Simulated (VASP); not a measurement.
Wanted: the native input for a VASP 6.6.1 run.

```yaml
Task: single point
Functional: BLYP
Potentials_or_basis: VASP PAW PBE potentials, release 64 (Re)
Cutoff: 520 eV
k_mesh: 14 × 14 × 4
Occupations: fermi-dirac, width 0.1 eV
Spin: no spin polarisation
Dipole_correction: no
Further_INCAR_settings: ALGO = Normal; EDIFF = 1e-06; NBANDS = 22
```

The structure of Re lies in POSCAR:

```
Re
1.0
    2.7374314245      0.0000000000      0.0000000000
   -1.3687157122      2.3706851548      0.0000000000
    0.0000000000      0.0000000000      8.8054807101
Re
4
Direct
    1.0000000000      0.0000000000      1.0000000000
    1.0000000000      0.0000000000      0.5000000000
    0.3333333333      0.6666666667      0.2500000000
    0.6666666667      0.3333333333      0.7500000000
```

The input as run:

INCAR

```
  PREC = Accurate
  ENCUT = 520
  EDIFF = 1E-6
  ISMEAR = -1
  SIGMA = 0.1
  LREAL = False
  LASPH = True
  NELM = 60
  ALGO = Normal
  ISIF = 2
  LWAVE = False
  LCHARG = True
  GGA = B5
  ALDAX = 1.0
  AGGAX = 1.0
  AGGAC = 1.0
  ALDAC = 0.0
  LELF = True
  LVHAR = True
  NBANDS = 22
```

KPOINTS

```
Automatic mesh
0
Gamma
  14 14 4
```

Potentials or basis: VASP PAW PBE potentials, release 64 (Re).

The run is started by

```bash
$ cat potpaw_PBE.64/Re/POTCAR > POTCAR
$ mpirun -np 1 vasp_std > vasp.out
```

Results of the run:

```json
{
  "Pressure": "35.5 GPa",
  "Band gap on the k mesh": "zero (bands 14 and 15 overlap by 2.88 eV)"
}
```

Caveat: the cell stands under pressure; the PAW data sets were made with another functional, which shifts forces and pressure a little; spin-orbit coupling is left out, which moves the levels of the heavy elements.

It took 3.3 min on 1 thread of Intel Xeon 8259CL, on a shared host, peak memory 0.22 GiB.
